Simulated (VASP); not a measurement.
Cu:

```xyz
1
Lattice="-1.4428 1.4428 1.3761 1.4428 -1.4428 1.3761 1.4428 1.4428 -1.3761" Properties=species:S:1:pos:R:3 pbc="T T T"
Cu    0.0000    0.0000    0.0000
```

Base run:

```yaml
Program: VASP 6.6.1
Functional: PBEsol
Potentials_or_basis: VASP PAW PBE potentials, release 64 (Cu)
Cutoff: 520 eV
k_mesh: 20 × 20 × 20
Occupations: methfessel-paxton, width 0.1 eV
Spin: no spin polarisation
```

Its results: band gap on the k mesh zero (an odd number of electrons rules out a gap without spin polarisation); pressure -0.5 GPa.

**Question.** The run is repeated on the same cell with these changes: occupations from methfessel-paxton, width 0.1 eV to fermi-dirac, width 0.5 eV. What comes out?

**Answer.** Band gap on the k mesh zero (an odd number of electrons rules out a gap without spin polarisation); pressure 1.7 GPa.

Caveats: the PAW data sets were made with another functional, which shifts forces and pressure a little; so wide a smearing shifts energies and pressures (at least some runs).
